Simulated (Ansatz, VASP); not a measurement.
One calculation of In, two programs

```
CELL_PARAMETERS angstrom
4.45648 0.00000 0.00000
0.00000 4.45648 0.00000
0.00000 0.00000 4.45648
ATOMIC_POSITIONS crystal
In 0.50000 0.00000 0.00000
In 0.00000 0.50000 0.00000
In 0.00000 0.00000 0.50000
```

Alike in both runs: task single point; functional PBE; k mesh 10 × 10 × 10; occupations gaussian, width 0.1 eV; no spin polarisation.

|  | VASP | Ansatz |
| --- | --- | --- |
| version | VASP 6.6.1 | Ansatz 0.2.0 |
| potentials or method | VASP PAW PBE potentials, release 64 (In_d), cutoff 520 eV | scalar-relativistic, plane waves, PAW |
| valence electrons in the cell | 39 | 39 |

|  | VASP | Ansatz | Ansatz less VASP |
| --- | --- | --- | --- |
| gap on the k mesh at the Fermi level (eV) | none | none | - |
| pressure (GPa) | 1.0 | 0.9 | -0.03 |

A gap of «none» marks a metal or a gap that the smearing closes.
